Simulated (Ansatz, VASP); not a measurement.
**MgI2: VASP beside Ansatz**

```
Mg I
1.0
     0.00000    3.75572    3.75572
     3.75572    0.00000    3.75572
     3.75572    3.75572    0.00000
Mg I
1 2
Direct
  0.00000 0.00000 0.00000
  0.25000 0.25000 0.25000
  0.75000 0.75000 0.75000
```

Alike in both runs: task single point; functional PBE-based screened hybrid with a share of 0.35 of exact exchange and HFSCREEN = 0.2078; k mesh 4 × 4 × 4; no spin polarisation.

|  | VASP | Ansatz |
| --- | --- | --- |
| version | VASP 6.6.1 | Ansatz 0.2.0 |
| potentials or method | VASP PAW PBE potentials, release 64 (Mg, I) | plane waves |
| plane-wave cutoff (eV) | 520 | 420 |
| occupations | gaussian, width 0.01 eV | fixed |
| valence electrons in the cell | 16 | 44 |

|  | VASP | Ansatz | Ansatz less VASP |
| --- | --- | --- | --- |
| gap on the k mesh at the Fermi level (eV) | 1.71 | 1.78 | +0.073 |
| pressure (GPa) | -0.8 | -0.7 | +0.16 |

VASP's potentials were made for PBE, not for PBE-based screened hybrid. VASP's potentials hold 16 valence electrons a cell and Ansatz's 44, so a difference there can come from the potentials and not from the codes. Ansatz's warnings: stress exchange threshold loose, stress scf threshold loose.

Spin-orbit coupling is off throughout.
